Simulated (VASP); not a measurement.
# Cd (P6/mmm) in VASP: single point with PBEsol

Aim: the single point of Cd with PBEsol.

Program: VASP 6.6.1. These are calculated values, not measurements. Logs are shortened: lines on timing, memory, paths and dates and some standing lists are left out, and cuts for length are marked.

## (1) The cell of the first run

It takes space group P6/mmm (No. 191, hexagonal). The conventional cell has a = 3.446 Å, b = 3.446 Å, c = 5.705 Å, α = 90.00°, β = 90.00°, γ = 120.00°. Cd (site symmetry 6/mmm) has 6 Cd at 3.45 Å within 4.5 Å.

This isn't the form of Cd at room conditions, which is hcp.

## (2) Single point, PBEsol

File INCAR:

```
PREC     = Accurate       # precision mode
ENCUT    = 500            # plane-wave cutoff, eV
EDIFF    = 1E-6           # SCF threshold, eV
ISMEAR   = -1             # smearing method
SIGMA    = 0.1            # smearing width, eV
LREAL    = False          # projectors in reciprocal space
LASPH    = True           # aspherical terms in the spheres
NELM     = 120            # most SCF steps
ALGO     = Normal         # electronic algorithm
ISIF     = 2              # what is computed and relaxed
LWAVE    = False          # write WAVECAR
LCHARG   = False          # write CHGCAR
GGA      = PS             # functional
NBANDS   = 12             # bands
GGA_COMPAT= False
```

File KPOINTS:

```
Automatic mesh
0
Gamma
  6 6 3
```

File POSCAR:

```
Cd
1.0
    3.4464314200      0.0000000000      0.0000000000
   -1.7232157100      2.9846971700      0.0000000000
    0.0000000000      0.0000000000      5.7052660000
Cd
1
Direct
    0.6666666667      0.3333333333      0.4904410000
```

Potentials or basis: VASP PAW PBE potentials, release 64 (Cd).

Run with:

```bash
> cat potpaw_PBE.64/Cd/POTCAR > POTCAR
> mpirun -np 1 vasp_std > vasp.out
```

OUTCAR:

```text
PREC = Accurate
   ENCUT = 500
   EDIFF = 1E-6
   ISMEAR = -1
   LREAL = False
   LASPH = True
   NELM = 120
   ISIF = 2
   GGA = PS

 ion  position               nearest neighbor table
   1  0.667  0.333  0.490-

  LATTYP: Found a hexagonal cell.
 ALAT       =     3.4464314200
 C/A-ratio  =     1.6554126007

  Lattice vectors:

 A1 = (   3.4464314200,   0.0000000000,   0.0000000000)
 A2 = (  -1.7232157100,   2.9846971700,   0.0000000000)
 A3 = (   0.0000000000,   0.0000000000,   5.7052660000)

Analysis of symmetry for initial positions (statically):
=====================================================================
 Subroutine PRICEL returns:
 Original cell was already a primitive cell.

 Routine SETGRP: Setting up the symmetry group for a
 hexagonal supercell.

 Subroutine GETGRP returns: Found 24 space group operations
 (whereof  6 operations were pure point group operations)
 out of a pool of 24 trial point group operations.

The static configuration has the point symmetry C_3v.
 The point group associated with its full space group is D_6h.

Analysis of symmetry for dynamics (positions and initial velocities):
=====================================================================
 Subroutine PRICEL returns:
 Original cell was already a primitive cell.

 Routine SETGRP: Setting up the symmetry group for a
 hexagonal supercell.

 Subroutine GETGRP returns: Found 24 space group operations
 (whereof  6 operations were pure point group operations)
 out of a pool of 24 trial point group operations.

The dynamic configuration has the point symmetry C_3v.
 The point group associated with its full space group is D_6h.

 Subroutine INISYM returns: Found 24 space group operations
 (whereof  6 operations are pure point group operations),
 and found     1 'primitive' translations

----------------------------------------------------------------------------------------

                                     Primitive cell

  volume of cell :      58.6875

  direct lattice vectors                    reciprocal lattice vectors
     3.446431420  0.000000000  0.000000000     0.290155201  0.167521183  0.000000000
    -1.723215710  2.984697170  0.000000000     0.000000000  0.335042365  0.000000000
     0.000000000  0.000000000  5.705266000     0.000000000  0.000000000  0.175276665

  length of vectors
     3.446431420  3.446431427  5.705266000     0.335042366  0.335042365  0.175276665

  position of ions in fractional coordinates (direct lattice)
     0.666666667  0.333333333  0.490441000

  ion indices of the primitive-cell ions
   primitive index   ion index
                 1           1

----------------------------------------------------------------------------------------

 KPOINTS: Automatic mesh

Automatic generation of k-mesh.
 Grid dimensions read from file:
 generate k-points for:    6    6    3

 Generating k-lattice:

  Cartesian coordinates                     Fractional coordinates (reciprocal lattice)
     0.048359200  0.027920197  0.000000000     0.166666667 -0.000000000  0.000000000
     0.000000000  0.055840394  0.000000000     0.000000000  0.166666667  0.000000000
     0.000000000  0.000000000  0.058425555     0.000000000  0.000000000  0.333333333

  Length of vectors
     0.055840394  0.055840394  0.058425555

  Shift w.r.t. Gamma in fractional coordinates (k-lattice)
     0.000000000  0.000000000  0.000000000

 Subroutine IBZKPT returns following result:
 ===========================================

 Found     14 irreducible k-points:

 Following reciprocal coordinates:
            Coordinates               Weight
  0.000000  0.000000  0.000000      1.000000
  0.166667  0.000000  0.000000      6.000000
  0.333333  0.000000  0.000000      6.000000
  0.500000  0.000000  0.000000      3.000000
  0.166667  0.166667  0.000000      6.000000
  0.333333  0.166667  0.000000     12.000000
  0.333333  0.333333  0.000000      2.000000
  0.000000  0.000000  0.333333      2.000000
  0.166667  0.000000  0.333333     12.000000
  0.333333  0.000000  0.333333     12.000000
  0.500000  0.000000  0.333333      6.000000
  0.166667  0.166667  0.333333     12.000000
  0.333333  0.166667  0.333333     24.000000
  0.333333  0.333333  0.333333      4.000000
   k-points           NKPTS =     14   k-points in BZ     NKDIM =     14   number of bands    NBANDS=     12
   number of dos      NEDOS =    301   number of ions     NIONS =      1
   total plane-waves  NPLWV =  32928
   dimension x,y,z NGX =    28 NGY =   28 NGZ =   42
   dimension x,y,z NGXF=    56 NGYF=   56 NGZF=   84
   ions per type =               1
   NGX,Y,Z   is equivalent  to a cutoff of  13.51, 13.51, 12.24 a.u.
   NGXF,Y,Z  is equivalent  to a cutoff of  27.01, 27.01, 24.48 a.u.
 SYSTEM =  unknown system
   PREC   = accura    normal or accurate (medium, high low for compatibility)
   ISTART =      0    job   : 0-new  1-cont  2-samecut
   ICHARG =      2    charge: 1-file 2-atom 10-const
   ISPIN  =      1    spin polarized calculation?
   LNONCOLLINEAR =      F non collinear calculations
   LSORBIT =      F    spin-orbit coupling
   LASPH  =      T    aspherical Exc in radial PAW
   ENCUT  =  500.0 eV  36.75 Ry    6.06 a.u.   6.28  6.28 10.40*2*pi/ulx,y,z
   NELM   =    120;   NELMIN=  2; NELMDL= -5     # of ELM steps
   EDIFF  = 0.1E-05   stopping-criterion for ELM
   LREAL  =      F    real-space projection
   EDIFFG = 0.1E-04   stopping-criterion for IOM
   NSW    =      0    number of steps for IOM
   IBRION =     -1    ionic relax: 0-MD 1-quasi-New 2-CG
   NFREE  =      0    steps in history (QN), initial steepest desc. (CG)
   ISIF   =      2    stress and relaxation
   ISYM   =      2    0-nonsym 1-usesym 2-fastsym
   POTIM  = 0.5000    time-step for ionic-motion
   TEBEG  =    0.0;   TEEND  =   0.0 temperature during run
   PSTRESS=    0.0 pullay stress
   NELECT =      12.0000    total number of electrons
   NUPDOWN=      -1.0000    fix difference up-down
   EMIN   =  10.00;   EMAX   =-10.00  energy-range for DOS
   EFERMI =   0.00;   METHOD = LEGACY
   ISMEAR =    -1;   SIGMA  =   0.10  broadening in eV -4-tet -1-fermi 0-gaus
   EFERMI_NEDOS =   21; number of points for ismear=-14 and -15
   IALGO  =     38    algorithm
   IMIX   =      4    mixing-type and parameters
     AMIX     =   0.40;   BMIX     =  1.00
     AMIX_MAG =   1.60;   BMIX_MAG =  1.00
  volume/ion in A,a.u.               =      58.69       396.04
  Fermi-wavevector in a.u.,A,eV,Ry     =   0.964465  1.822575 12.656050  0.930193
  Thomas-Fermi vector in A             =   2.094099
   LORBIT       =      0    0 simple, 1 ext, 2 COOP (PROOUT), +10 PAW based schemes
   GGA     = PS    functional components
   LHFCALC =     F    Hartree Fock is set to
   AEXX    =    0.0000 exact exchange contribution
   IVDW    =     0    specifies the selected vdW correction
   LEPSILON=     F    determine dielectric tensor
   LRPA    =     F    only Hartree local field effects (RPA)
 non-spin polarized calculation
  energy-cutoff  :      500.00
  volume of cell :       58.69
 maximum number of plane-waves:      1521
 NGX is ok and might be reduce to    28
   NGX = 13   NGY = 13   NGZ = 21

 number of electron      11.9999998 magnetization

 Free energy of the ion-electron system (eV)
  ---------------------------------------------------
  ext. energy  EPLUGINS =         0.00000000
  ---------------------------------------------------
  free energy    TOTEN  =        -0.47496690 eV

  energy without entropy =       -0.45736215  energy(sigma->0) =       -0.46616453

 E-fermi :  -1.2558     XC(G=0):  -6.1938

 val. band max:       -1.3230474342   @ k =   0.5000   0.0000   0.0000
 cond. band min:      -1.2491965875   @ k =   0.0000   0.0000   0.3333
 fundamental gap:      0.0738508467
 Fermi energy:        -1.2557848853

 k-point     1 :       0.0000    0.0000    0.0000
  band No.  band energies     occupation
      1      -9.8305      2.00000
      2      -9.6214      2.00000
      3      -9.6214      2.00000
      4      -9.4418      2.00000
      5      -9.4418      2.00000
      6      -6.2722      2.00000
      7      -0.1565      0.00003
      8       2.4557      0.00000
      9      10.2065      0.00000
     10      10.2065      0.00000
     11      11.9820      0.00000
     12      13.6220      0.00000

 k-point     2 :       0.1667    0.0000    0.0000
  band No.  band energies     occupation
      1      -9.7693      2.00000
      2      -9.6352      2.00000
      3      -9.5245      2.00000
      4      -9.5122      2.00000
      5      -9.4558      2.00000
      6      -5.8003      2.00000
      7       0.3897      0.00000
      8       2.8942      0.00000
      9       6.5080      0.00000
     10       8.6793      0.00000
     11      10.6507      0.00000
     12      12.4416      0.00000

 k-point     3 :       0.3333    0.0000    0.0000
  band No.  band energies     occupation
      1      -9.8168      2.00000
      2      -9.6447      2.00000
      3      -9.5204      2.00000
      4      -9.4839      2.00000
      5      -9.3227      2.00000
      6      -4.2947      2.00000
      7       1.8903      0.00000
      8       2.0214      0.00000
      9       4.2346      0.00000
     10       6.9978      0.00000
     11       8.4566      0.00000
     12       9.6790      0.00000

 k-point     4 :       0.5000    0.0000    0.0000
  band No.  band energies     occupation
      1      -9.8650      2.00000
      2      -9.7072      2.00000
      3      -9.4978      2.00000
      4      -9.4503      2.00000
      5      -9.2174      2.00000
      6      -1.9798      1.99857
      7      -1.3230      1.32418
      8       3.3633      0.00000
      9       6.1674      0.00000
     10       6.3675      0.00000
     11       6.3862      0.00000
     12       6.6443      0.00000

 k-point     5 :       0.1667    0.1667    0.0000
  band No.  band energies     occupation
      1      -9.6762      2.00000
      2      -9.6707      2.00000
      3      -9.5998      2.00000
      4      -9.4900      2.00000
      5      -9.3828      2.00000
      6      -4.8044      2.00000
      7       1.4209      0.00000
      8       3.7689      0.00000
      9       4.0584      0.00000
     10       5.1813      0.00000
     11      10.3167      0.00000
     12      11.0983      0.00000
[... 78 lines left out ...]
      1      -9.8648      2.00000
      2      -9.7095      2.00000
      3      -9.4983      2.00000
      4      -9.4463      2.00000
      5      -9.2174      2.00000
      6      -1.8648      1.99548
      7      -1.2226      0.83580
      8       2.4040      0.00000
      9       4.3498      0.00000
     10       6.4588      0.00000
     11       8.9495      0.00000
     12       9.5314      0.00000

 k-point    12 :       0.1667    0.1667    0.3333
  band No.  band energies     occupation
      1      -9.6761      2.00000
      2      -9.6683      2.00000
      3      -9.6016      2.00000
      4      -9.4905      2.00000
      5      -9.3816      2.00000
      6      -4.6989      2.00000
      7       0.2876      0.00000
      8       4.1598      0.00000
      9       5.3157      0.00000
     10       6.2556      0.00000
     11       9.0117      0.00000
     12       9.5909      0.00000

 k-point    13 :       0.3333    0.1667    0.3333
  band No.  band energies     occupation
      1      -9.7370      2.00000
      2      -9.6749      2.00000
      3      -9.5342      2.00000
      4      -9.4967      2.00000
      5      -9.3095      2.00000
      6      -2.6541      2.00000
      7       0.5625      0.00000
      8       2.0985      0.00000
      9       3.8104      0.00000
     10       5.4979      0.00000
     11       8.0698      0.00000
     12       8.6896      0.00000

 k-point    14 :       0.3333    0.3333    0.3333
  band No.  band energies     occupation
      1      -9.6241      2.00000
      2      -9.6241      2.00000
      3      -9.4993      2.00000
      4      -9.4988      2.00000
      5      -9.4988      2.00000
      6      -0.9664      0.10487
      7       0.6210      0.00000
      8       0.6210      0.00000
      9       3.3759      0.00000
     10       5.6424      0.00000
     11       5.6424      0.00000
     12      10.2411      0.00000

------------------------ aborting loop because EDIFF is reached ----------------------------------------

  FORCE on cell =-STRESS in cart. coord.  units (eV):
  Direction    XX          YY          ZZ          XY          YZ          ZX
  --------------------------------------------------------------------------------------
  -------------------------------------------------------------------------------------
  Total       -1.2724580     -1.2724580     -0.0617006     -0.0000000      0.0000000     -0.0000000
  in kB      -34.7382720    -34.7382722     -1.6844346     -0.0000000      0.0000000     -0.0000000
  external PRESSURE =     -23.7203263 kB  Pullay stress =       0.0000000 kB

 VOLUME and BASIS-vectors are now :
 -----------------------------------------------------------------------------
  energy-cutoff  :      500.00
  volume of cell :       58.69
      direct lattice vectors                 reciprocal lattice vectors
     3.446431420  0.000000000  0.000000000     0.290155201  0.167521183  0.000000000
    -1.723215710  2.984697170  0.000000000     0.000000000  0.335042365  0.000000000
     0.000000000  0.000000000  5.705266000     0.000000000  0.000000000  0.175276665

 POSITION                                       TOTAL-FORCE (eV/Angst)
 -----------------------------------------------------------------------------------
      1.72322      0.99490      2.79810        -0.000000      0.000000     -0.000000
 -----------------------------------------------------------------------------------
    total drift:                                0.000000     -0.000000      0.000003

  FREE ENERGIE OF THE ION-ELECTRON SYSTEM (eV)
  ---------------------------------------------------
  free  energy   TOTEN  =        -0.4749669008 eV

  energy  without entropy=       -0.4573621503  energy(sigma->0) =       -0.46616453
```

Wall time 8.4 s (1 thread of AMD EPYC 7R13 (Zen 3), shared host); peak memory 0.14 GiB.

What came out:

```
Free energy            : -0.4750 eV
Pressure               : -2.4 GPa
Band gap on the k mesh : zero (bands 6 and 7 overlap by 0.36 eV)
```

Caveat: the k points lie up to 0.37 Å⁻¹ apart; the PAW data sets were made with another functional, which shifts forces and pressure a little.

The gap in the log of VASP goes by the Fermi energy; the results here count the filled bands.